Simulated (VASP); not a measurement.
# Zr (P6_3/mmc) in VASP: a series of runs

Zr is run at these levels: PBE; tasks: relaxation of cell and atoms, single point.

Program: VASP 6.6.1. These are calculated values, not measurements. Logs are shortened: lines on timing, memory, paths and dates and some standing lists are left out, and cuts for length are marked.

### 1 The cell of the first run

It takes space group P6_3/mmc (No. 194, hexagonal). Conventional cell: a = 4.998 Å, b = 4.998 Å, c = 4.999 Å, α = 90.00°, β = 90.00°, γ = 120.00°. Within 3.3 Å of Zr (site symmetry -6m2) lie 5 Zr at 2.50 to 2.89 Å. Zr (site symmetry -6m2) has 15 Zr at 2.89 to 3.82 Å within 3.9 Å.

### 2 Relaxation of cell and atoms, PBE

INCAR reads:

```
PREC = Accurate
ENCUT = 500
EDIFF = 1E-7
ISMEAR = 0
SIGMA = 0.1
LREAL = F
LASPH = T
NELM = 120
ALGO = Normal
ISIF = 3
LWAVE = F
LCHARG = F
GGA = PE
IBRION = 2
NSW = 100
EDIFFG = -0.01
GGA_COMPAT = F
NELMIN = 4
```

KPOINTS reads:

```
regular mesh
0
Gamma
  12 12 10
```

POSCAR reads:

```
Zr
1.0
    4.9981699931      0.0000000000      0.0000000000
   -2.4990849966      4.3285421865      0.0000000000
    0.0000000000      0.0000000000      4.9986843948
Zr
4
Direct
    0.0000000000      0.0000000000      0.2500000000
    0.0000000000      0.0000000000      0.7500000000
    0.3333333333      0.6666666667      0.7500000000
    0.6666666667      0.3333333333      0.2500000000
```

Potentials or basis: VASP PAW PBE potentials, release 64 (Zr_sv).

Started as:

```sh
$ cat potpaw_PBE.64/Zr_sv/POTCAR > POTCAR
$ mpirun -np 1 vasp_std > vasp.out
```

OUTCAR:

```text
PREC = Accurate
   ENCUT = 500
   EDIFF = 1E-7
   ISMEAR = 0
   LREAL = F
   LASPH = T
   NELM = 120
   ISIF = 3
   GGA = PE
   IBRION = 2
   NSW = 100
   EDIFFG = -0.01
   NELMIN = 4

 ion  position               nearest neighbor table
   1  0.000  0.000  0.250-   2 2.50   2 2.50   4 2.89   4 2.89   4 2.89   3 3.82   3 3.82   3 3.82
                             3 3.82   3 3.82   3 3.82
   2  0.000  0.000  0.750-   1 2.50   1 2.50   3 2.89   3 2.89   3 2.89   4 3.82   4 3.82   4 3.82
                             4 3.82   4 3.82   4 3.82
   3  0.333  0.667  0.750-   2 2.89   2 2.89   2 2.89   4 3.82   4 3.82   1 3.82   1 3.82   4 3.82
                             4 3.82   1 3.82   1 3.82   1 3.82   1 3.82   4 3.82   4 3.82
   4  0.667  0.333  0.250-   1 2.89   1 2.89   1 2.89   3 3.82   3 3.82   2 3.82   2 3.82   3 3.82
                             3 3.82   2 3.82   2 3.82   2 3.82   2 3.82   3 3.82   3 3.82

  LATTYP: Found a hexagonal cell.
 ALAT       =     4.9981699931
 C/A-ratio  =     1.0001029180

  Lattice vectors:

 A1 = (   4.9981699931,   0.0000000000,   0.0000000000)
 A2 = (  -2.4990849966,   4.3285421865,   0.0000000000)
 A3 = (   0.0000000000,   0.0000000000,   4.9986843948)

Analysis of symmetry for initial positions (statically):
=====================================================================
 Subroutine PRICEL returns:
 Original cell was already a primitive cell.

 Routine SETGRP: Setting up the symmetry group for a
 hexagonal supercell.

 Subroutine GETGRP returns: Found 24 space group operations
 (whereof 12 operations were pure point group operations)
 out of a pool of 24 trial point group operations.

The static configuration has the point symmetry D_3d.
 The point group associated with its full space group is D_6h.

Analysis of symmetry for dynamics (positions and initial velocities):
=====================================================================
 Subroutine PRICEL returns:
 Original cell was already a primitive cell.

 Routine SETGRP: Setting up the symmetry group for a
 hexagonal supercell.

 Subroutine GETGRP returns: Found 24 space group operations
 (whereof 12 operations were pure point group operations)
 out of a pool of 24 trial point group operations.

The dynamic configuration has the point symmetry D_3d.
 The point group associated with its full space group is D_6h.

 Subroutine INISYM returns: Found 24 space group operations
 (whereof 12 operations are pure point group operations),
 and found     1 'primitive' translations

----------------------------------------------------------------------------------------

                                     Primitive cell

  volume of cell :     108.1455

  direct lattice vectors                    reciprocal lattice vectors
     4.998169993  0.000000000  0.000000000     0.200073227  0.115512332  0.000000000
    -2.499084997  4.328542186  0.000000000     0.000000000  0.231024663  0.000000000
     0.000000000  0.000000000  4.998684395     0.000000000  0.000000000  0.200052638

  length of vectors
     4.998169993  4.998169993  4.998684395     0.231024663  0.231024663  0.200052638

  position of ions in fractional coordinates (direct lattice)
     0.000000000  0.000000000  0.250000000
     0.000000000  0.000000000  0.750000000
     0.333333333  0.666666667  0.750000000
     0.666666667  0.333333333  0.250000000

  ion indices of the primitive-cell ions
   primitive index   ion index
                 1           1
                 2           2
                 3           3
                 4           4

----------------------------------------------------------------------------------------

 KPOINTS: regular mesh

Automatic generation of k-mesh.
 Grid dimensions read from file:
 generate k-points for:   12   12   10

 Generating k-lattice:

  Cartesian coordinates                     Fractional coordinates (reciprocal lattice)
     0.016672769  0.009626028  0.000000000     0.083333333 -0.000000000  0.000000000
     0.000000000  0.019252055  0.000000000     0.000000000  0.083333333  0.000000000
     0.000000000  0.000000000  0.020005264     0.000000000  0.000000000  0.100000000

  Length of vectors
     0.019252055  0.019252055  0.020005264

  Shift w.r.t. Gamma in fractional coordinates (k-lattice)
     0.000000000  0.000000000  0.000000000

 Subroutine IBZKPT returns following result:
 ===========================================

 Found    114 irreducible k-points:

 Following reciprocal coordinates:
            Coordinates               Weight
  0.000000  0.000000  0.000000      1.000000
  0.083333 -0.000000  0.000000      6.000000
  0.166667  0.000000  0.000000      6.000000
  0.250000  0.000000  0.000000      6.000000
  0.333333  0.000000  0.000000      6.000000
  0.416667  0.000000  0.000000      6.000000
[... 16 lines left out ...]
  0.250000  0.000000  0.100000     12.000000
  0.333333  0.000000  0.100000     12.000000
 [... further k-points ...]
[... 52 lines left out ...]
  energy-cutoff  :      500.00
  volume of cell :      108.15
 maximum number of plane-waves:      2772
   NGX = 19   NGY = 19   NGZ = 19

--------------------------------------- Ionic step        1  -------------------------------------------

 number of electron      48.0000000 magnetization

 Free energy of the ion-electron system (eV)
  ---------------------------------------------------
  ext. energy  EPLUGINS =         0.00000000
  ---------------------------------------------------
  free energy    TOTEN  =       -29.55275101 eV

  energy without entropy =      -29.50748725  energy(sigma->0) =      -29.53011913

------------------------ aborting loop because EDIFF is reached ----------------------------------------

  FORCE on cell =-STRESS in cart. coord.  units (eV):
  Direction    XX          YY          ZZ          XY          YZ          ZX
  --------------------------------------------------------------------------------------
  -------------------------------------------------------------------------------------
  Total       -0.0048936     -0.0048936     -1.8403775      0.0000000      0.0000000      0.0000000
  in kB       -0.0724990     -0.0724990    -27.2652255      0.0000000      0.0000000      0.0000000
  external PRESSURE =      -9.1367412 kB  Pullay stress =       0.0000000 kB

 VOLUME and BASIS-vectors are now :
 -----------------------------------------------------------------------------
  energy-cutoff  :      500.00
  volume of cell :      108.15
      direct lattice vectors                 reciprocal lattice vectors
     4.998169993  0.000000000  0.000000000     0.200073227  0.115512332  0.000000000
    -2.499084997  4.328542186  0.000000000     0.000000000  0.231024663  0.000000000
     0.000000000  0.000000000  4.998684395     0.000000000  0.000000000  0.200052638
[... 77 lines left out ...]
 POSITION                                       TOTAL-FORCE (eV/Angst)
 -----------------------------------------------------------------------------------
      0.00000      0.00000      1.22540         0.000000     -0.000000      0.000000
      0.00000      0.00000      3.67619         0.000000      0.000000      0.000000
     -0.00000      2.88555      3.67619        -0.000000      0.000000     -0.000000
      2.49896      1.44277      1.22540         0.000000     -0.000000      0.000000
 -----------------------------------------------------------------------------------
    total drift:                               -0.000000      0.000000     -0.000000

  FREE ENERGIE OF THE ION-ELECTRON SYSTEM (eV)
  ---------------------------------------------------
  free  energy   TOTEN  =       -29.5711936521 eV

  energy  without entropy=      -29.5328247465  energy(sigma->0) =      -29.55200920

--------------------------------------- Ionic step        4  -------------------------------------------

 number of electron      47.9999999 magnetization

 Free energy of the ion-electron system (eV)
  ---------------------------------------------------
  ext. energy  EPLUGINS =         0.00000000
  ---------------------------------------------------
  free energy    TOTEN  =       -29.57162115 eV

  energy without entropy =      -29.53366027  energy(sigma->0) =      -29.55264071

 E-fermi :   7.1693     XC(G=0): -10.3100

 val. band max:        7.1684119227   @ k =   0.3333   0.0000   0.5000
 cond. band min:       7.1706536844   @ k =   0.0833   0.0833   0.1000
 fundamental gap:      0.0022417617
 Fermi energy:         7.1692841631

 k-point     1 :       0.0000    0.0000    0.0000
  band No.  band energies     occupation
      1     -42.0896      2.00000
      2     -42.0641      2.00000
      3     -41.3214      2.00000
      4     -40.5686      2.00000
      5     -21.2785      2.00000
      6     -20.2253      2.00000
[... 20 lines left out ...]
     27       7.4885      0.00001
[... 691 lines left out ...]
      6     -20.3116      2.00000
[... 20 lines left out ...]
     27       7.8607      0.00000
     28       8.3378      0.00000

 [... further k-points ...]
[... 5 lines left out ...]
  --------------------------------------------------------------------------------------
  -------------------------------------------------------------------------------------
  Total       -0.0288860     -0.0288860      0.0034520      0.0000000     -0.0000000      0.0000000
  in kB       -0.4346120     -0.4346120      0.0519386      0.0000000     -0.0000000      0.0000000
  external PRESSURE =      -0.2724285 kB  Pullay stress =       0.0000000 kB

 VOLUME and BASIS-vectors are now :
 -----------------------------------------------------------------------------
  energy-cutoff  :      500.00
  volume of cell :      106.49
      direct lattice vectors                 reciprocal lattice vectors
     5.009961430 -0.000000000 -0.000000000     0.199602335  0.115240462  0.000000000
    -2.504980715  4.338753870  0.000000000     0.000000000  0.230480924  0.000000000
     0.000000000 -0.000000000  4.898882793     0.000000000  0.000000000  0.204128174

 POSITION                                       TOTAL-FORCE (eV/Angst)
 -----------------------------------------------------------------------------------
     -2.50498      4.33875      1.22472         0.000000      0.000000     -0.000000
      0.00000     -0.00000      3.67416         0.000000     -0.000000     -0.000000
     -0.00000      2.89250      3.67416        -0.000000     -0.000000     -0.000000
      2.50498      1.44625      1.22472         0.000000      0.000000      0.000000
 -----------------------------------------------------------------------------------
    total drift:                               -0.000000      0.000000     -0.000000

  FREE ENERGIE OF THE ION-ELECTRON SYSTEM (eV)
  ---------------------------------------------------
  free  energy   TOTEN  =       -29.5716211495 eV

  energy  without entropy=      -29.5336602671  energy(sigma->0) =      -29.55264071

 reached required accuracy - stopping structural energy minimisation
```

Wall time 21 min (1 thread of AMD EPYC 7R13 (Zen 3), shared host); peak memory 0.35 GiB.

Results:

* Free energy: -29.5716 eV
* Relaxed volume: 26.62 Å³/atom
* Relaxed cell: a = 5.010 Å, b = 5.010 Å, c = 4.899 Å, α = 90.00°, β = 90.00°, γ = 120.00°
* Space group after relaxing (to 0.1 Å): P6_3/mmc (No. 194)
* Energy gained by relaxing: 4.7 meV/atom
* Ionic steps: 4
* Pressure after relaxing: 0.0 GPa
* Band gap on the k mesh: zero (bands 24 and 25 overlap by 0.91 eV)

Step by step:
```csv
step,energy change (eV),largest force (eV/Å),pressure (GPa),volume (Å³)
1,0.0000,0.0000,-0.91,108.15
2,-0.0180,0.0000,0.38,105.73
3,-0.0184,0.0000,0.21,106.03
4,-0.0189,0.0000,-0.03,106.49
```

Final structure:
```
Zr
1.0
     5.00996    0.00000    0.00000
    -2.50498    4.33875    0.00000
     0.00000    0.00000    4.89888
Zr
4
Direct
  0.00000 0.00000 0.25000
  0.00000 0.00000 0.75000
  0.33333 0.66667 0.75000
  0.66667 0.33333 0.25000
```

### 3 Single point, PBE

This run uses another cell than the first one, of 23.91 Å³/atom.

INCAR reads:

```
SYSTEM = Zr
PREC = Accurate
ENCUT = 520
EDIFF = 1E-6
ISMEAR = 0
SIGMA = 0.1
LREAL = .FALSE.
LASPH = .TRUE.
NELM = 80
ALGO = Normal
ISIF = 2
LWAVE = .FALSE.
LCHARG = .FALSE.
GGA = PE
NBANDS = 32
```

KPOINTS reads:

```
regular mesh
0
G
  6 6 4
  0 0 0
```

POSCAR reads:

```
Zr
1.0
    4.0599780736      0.0000000000      0.0000000000
   -2.0299890368      3.5160441505      0.0000000000
    0.0000000000      0.0000000000      6.6989638214
Zr
4
Direct
    0.3333333333      0.6666666667      0.4375000000
    0.6666666667      0.3333333333      0.9375000000
    0.6666666667      0.3333333333      0.5625000000
    0.3333333333      0.6666666667      0.0625000000
```

Potentials or basis: VASP PAW PBE potentials, release 64 (Zr_sv).

Started as:

```sh
$ cat potpaw_PBE.64/Zr_sv/POTCAR > POTCAR
$ mpirun -np 1 vasp_std > vasp.out
```

It took 54 s on 1 thread of Intel Xeon Platinum 8259CL at 2.50GHz (Skylake/Cascade Lake), shared host; peak memory 0.21 GiB.

It converged, with:

| Quantity | Value |
| --- | --- |
| Free energy | -23.4140 eV |
| Pressure | 14.2 GPa |
| Largest force | 0.152 eV/Å |
| Band gap on the k mesh | zero (bands 24 and 25 overlap by 1.50 eV) |

Forces in eV/Å, atoms in the order of the input:
```
Zr   0.000  0.000  0.152
Zr   0.000  0.000  0.152
Zr   0.000  0.000 -0.152
Zr   0.000  0.000 -0.152
```

Stress tensor (GPa, compression positive):
```
14.98  0.00  0.00
 0.00 14.98  0.00
 0.00  0.00 12.51
```

Levels at points of the mesh, in eV from the Fermi level:
```tsv
k point	band 20	band 21	band 22	band 23	band 24	band 25	band 26	band 27	band 28	band 29
(0.00, 0.00, 0.00)	-2.00	-1.45	-0.97	-0.97	-0.40	-0.40	-0.33	0.88	0.88	1.29
(0.50, 0.00, 0.00)	-1.64	-1.45	-1.40	-0.77	0.10	0.34	0.71	1.15	1.60	1.75
(0.00, 0.00, 0.50)	-1.47	-1.47	-1.47	-0.26	-0.26	-0.26	-0.26	0.05	0.05	0.70
(0.50, 0.00, 0.50)	-2.25	-0.75	-0.75	-0.41	-0.41	-0.08	-0.08	0.00	0.00	1.52
```

Caveat: the cell stands under pressure.

### 4 Relaxation of cell and atoms, PBE

This run uses another cell than the first one, of 23.91 Å³/atom.

INCAR reads:

```
SYSTEM = Zr
PREC = Accurate
ENCUT = 600
EDIFF = 1E-7
ISMEAR = 0
SIGMA = 0.1
LREAL = .FALSE.
LASPH = .TRUE.
NELM = 60
ALGO = Normal
ISIF = 3
LWAVE = .FALSE.
LCHARG = .FALSE.
GGA = PE
IBRION = 2
NSW = 90
EDIFFG = -0.04
```

KPOINTS reads:

```
Automatic mesh
0
G
  6 6 4
  0 0 0
```

POSCAR is that of step 3.

Started as:

```sh
$ cat potpaw_PBE.64/Zr_sv/POTCAR > POTCAR
$ mpirun -np 1 vasp_std > vasp.out
```

Wall time 21 min (1 thread of Intel Xeon Platinum 8259CL at 2.50GHz (Skylake/Cascade Lake), shared host); peak memory 0.26 GiB.

Results (log left out):

```yaml
Free_energy: -27.9474 eV
Relaxed_volume: 31.60 Å³/atom
Relaxed_cell: a = 5.153 Å, b = 5.153 Å, c = 5.497 Å, α = 90.00°, β = 90.00°, γ = 120.00°
Space_group_after_relaxing_to_0.1_Å: P6/mmm (No. 191)
Energy_gained_by_relaxing: 1133.2 meV/atom
Ionic_steps: 31
Pressure_after_relaxing: 0.0 GPa
Largest_force_after_relaxing: 0.007 eV/Å
Band_gap_on_the_k_mesh: zero (bands 24 and 25 overlap by 0.81 eV)
```

Forces on the atoms (eV/Å):
```
Zr   0.000  0.000  0.007
Zr   0.000  0.000  0.007
Zr   0.000  0.000 -0.007
Zr   0.000  0.000 -0.007
```

Stress tensor (GPa, compression positive):
```
 0.02  0.00  0.00
 0.00  0.02  0.00
 0.00  0.00 -0.08
```

Step by step:
| step | energy change (eV) | largest force (eV/Å) | pressure (GPa) | volume (Å³) |
| --- | --- | --- | --- | --- |
| 1 | 0.0000 | 0.1522 | 14.17 | 95.63 |
| 2 | -1.0919 | 0.3300 | -0.42 | 127.96 |
| 3 | -1.0931 | 0.3275 | -0.07 | 126.42 |
| 4 | -1.0930 | 0.3286 | -0.23 | 127.10 |
| 5 | -1.1581 | 0.6866 | -0.35 | 127.32 |
| 6 | -1.5475 | 1.5066 | -0.92 | 127.75 |
| 7 | -2.6782 | 2.0990 | -1.89 | 127.40 |
| 8 | -3.8271 | 1.4104 | 6.68 | 121.45 |
| 9 | -3.8170 | 2.5924 | 0.56 | 124.88 |
| 10 | -4.0244 | 2.2626 | 2.86 | 123.35 |
| 11 | -4.0067 | 2.0437 | 4.29 | 122.60 |
| 12 | -4.0116 | 2.0012 | 4.34 | 122.67 |
| 13 | -4.0216 | 1.8661 | 4.50 | 122.87 |
| 14 | -4.0172 | 1.5594 | 4.84 | 123.27 |
| 15 | -4.0237 | 1.7555 | 4.63 | 123.03 |
| 16 | -4.0360 | 1.7308 | 4.54 | 123.13 |
| 17 | -4.0718 | 1.6565 | 4.30 | 123.44 |
| 18 | -4.1384 | 1.5078 | 3.81 | 124.05 |
| 19 | -4.2522 | 1.2123 | 2.89 | 125.28 |
| 20 | -4.4079 | 0.6505 | 1.27 | 127.75 |
| 21 | -4.4796 | 0.3158 | -1.40 | 132.75 |
| 22 | -4.4884 | 0.1218 | -0.84 | 131.59 |
| 23 | -4.4885 | 0.0913 | -0.75 | 131.42 |
| 24 | -4.4940 | 0.0732 | -0.70 | 131.08 |
| 25 | -4.5083 | 0.0208 | -0.57 | 130.09 |
| 26 | -4.5267 | 0.0739 | -0.30 | 128.10 |
| 27 | -4.5160 | 0.2364 | 0.57 | 124.12 |
| 28 | -4.5311 | 0.1321 | -0.06 | 126.78 |
| 29 | -4.5311 | 0.1371 | -0.03 | 126.66 |
| 30 | -4.5323 | 0.0867 | -0.03 | 126.57 |
| 31 | -4.5330 | 0.0069 | -0.01 | 126.41 |

Final structure:
```yaml
crystal:
  lattice:
    - [5.15293, 0.00000, 0.00000]
    - [-2.57646, 4.46257, 0.00000]
    - [0.00000, 0.00000, 5.49740]
  atoms:
    - { symbol: Zr, position: [0.33333, 0.66667, 0.49994] }
    - { symbol: Zr, position: [0.66667, 0.33333, 0.99994] }
    - { symbol: Zr, position: [0.66667, 0.33333, 0.50006] }
    - { symbol: Zr, position: [0.33333, 0.66667, 0.00006] }
```

Levels at points of the mesh, in eV from the Fermi level:
| k point | band 21 | band 22 | band 23 | band 24 | band 25 | band 26 | band 27 | band 28 |
| --- | --- | --- | --- | --- | --- | --- | --- | --- |
| (0.00, 0.00, 0.00) | -0.84 | -0.50 | 0.09 | 0.09 | 0.37 | 0.37 | 0.83 | 0.83 |
| (0.50, 0.00, 0.00) | -1.38 | -0.84 | -0.51 | -0.25 | -0.21 | 0.36 | 0.78 | 0.85 |
| (0.00, 0.00, 0.50) | -0.34 | -0.34 | 0.60 | 0.60 | 0.60 | 0.60 | 0.78 | 0.78 |
| (0.50, 0.00, 0.50) | -0.60 | -0.60 | -0.58 | -0.58 | 0.25 | 0.25 | 1.10 | 1.10 |

Caveat: the volume moved by over 15 % at a fixed basis, so the end points are rough.

### 5 The runs side by side

```csv
task,cell,k mesh,cutoff (eV),gap on the mesh (eV),pressure (GPa),relaxed volume (Å³/atom),largest force (eV/Å)
relaxation of cell and atoms,"relaxed from a = 4.998 Å, angles 90.0, 90.0, 120.0°, 4 atoms, atomic positions A",12 × 12 × 10,500,none,0.0,26.62,-
single point,"a = 4.060, b = 4.060, c = 6.699 Å, angles 90.0, 90.0, 120.0°, 4 atoms, atomic positions B",6 × 6 × 4,520,none,14.2,-,0.15
relaxation of cell and atoms,"relaxed from a = 4.060, b = 4.060, c = 6.699 Å, angles 90.0, 90.0, 120.0°, 4 atoms, atomic positions B",6 × 6 × 4,600,none,0.0,31.60,0.01
```

Alike in all rows: level PBE; potentials or basis VASP PAW PBE potentials, release 64 (Zr_sv); no spin polarisation; smearing gaussian 0.1 eV.

Caveats: the cell stands under pressure (at least some runs); the volume moved by over 15 % at a fixed basis, so the end points are rough (at least some runs).

Absolute energies hang on the potentials; compare differences alone.

The gap in the log of VASP goes by the Fermi energy; the results here count the filled bands.